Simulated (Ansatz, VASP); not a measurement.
N: VASP beside Ansatz

```xyz
2
Lattice="2.5195 0.0000 0.0000 -1.2597 2.1819 0.0000 0.0000 0.0000 2.4460" Properties=species:S:1:pos:R:3 pbc="T T T"
N     0.0000    1.4546    1.8345
N     1.2597    0.7273    0.6115
```

Alike in both runs: functional r2SCAN0; k mesh 7 × 7 × 6; occupations fermi-dirac, width 0.05 eV; no spin polarisation.

|  | VASP | Ansatz |
| --- | --- | --- |
| version | VASP 6.6.1 | Ansatz 0.2.0 |
| potentials or method | VASP PAW PBE potentials, release 64 (N) | Ansatz PAW |
| plane-wave cutoff (eV) | 520 | 500 |
| valence electrons in the cell | 10 | 10 |
| task | single point | projected density of states |

```tsv
	VASP	Ansatz	Ansatz less VASP
gap on the k mesh at the Fermi level (eV)	none	none	-
pressure (GPa)	-3.4	-3.3	+0.11
traceless stress, the component that is largest in VASP (GPa)	-10.51	-10.72	-0.209
```

VASP's potentials were made for PBE, not for r2SCAN0. A gap of «none» marks a metal or a gap that the smearing closes.

The k mesh is coarse, so the values compare programs but aren't converged.
